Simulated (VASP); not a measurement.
# GaN: single point with r2SCAN

GaN:

```
Ga N
1.0
     3.11674    0.00000    0.00000
    -1.55837    2.69918    0.00000
     0.00000    0.00000   10.16545
Ga N
4 4
Direct
  0.00000 0.00000 0.99964
  0.33333 0.66667 0.24993
  0.00000 0.00000 0.49964
  0.66667 0.33333 0.74993
  0.00000 0.00000 0.18764
  0.33333 0.66667 0.43779
  0.00000 0.00000 0.68764
  0.66667 0.33333 0.93779
```

- Program: VASP 6.6.1
- Task: single point
- Functional: r2SCAN
- Potentials or basis: VASP PAW PBE potentials, release 64 (Ga_d, N)
- Cutoff: 520 eV
- k mesh: 9 × 9 × 2
- Occupations: gaussian, width 0.01 eV
- Spin: no spin polarisation
- Dipole correction: no
- Further INCAR settings: ALGO = Normal; EDIFF = 1e-06; NBANDS = 46

```
Pressure               : 15.2 GPa
Largest force          : 0.016 eV/Å
Band gap on the k mesh : 2.67 eV
```

Forces on the atoms (eV/Å):
```
Ga   0.000  0.000  0.016
Ga   0.000  0.000  0.000
Ga   0.000  0.000  0.016
Ga   0.000  0.000  0.000
N    0.000  0.000 -0.010
N    0.000  0.000 -0.005
N    0.000  0.000 -0.010
N    0.000  0.000 -0.005
```

Stress tensor (GPa, compression positive):
```
15.26  0.00  0.00
 0.00 15.26  0.00
 0.00  0.00 15.09
```

Levels at points of the mesh, in eV from the valence-band top:
| k point | band 34 | band 35 | band 36 | band 37 | band 38 | band 39 |
| --- | --- | --- | --- | --- | --- | --- |
| (0.00, 0.00, 0.00) | -0.02 | 0.00 | 0.00 | 2.67 | 4.92 | 5.26 |
| (0.00, 0.00, 0.50) | -0.18 | -0.18 | -0.18 | 3.81 | 3.81 | 5.46 |

Wall time 2.4 min on 1 thread of Intel(R) Xeon(R) 6975P-C (Granite Rapids), with other jobs on the host, peak memory 0.25 GiB.

Caveat: the cell stands under pressure; the PAW data sets were made with another functional, which shifts forces and pressure a little.
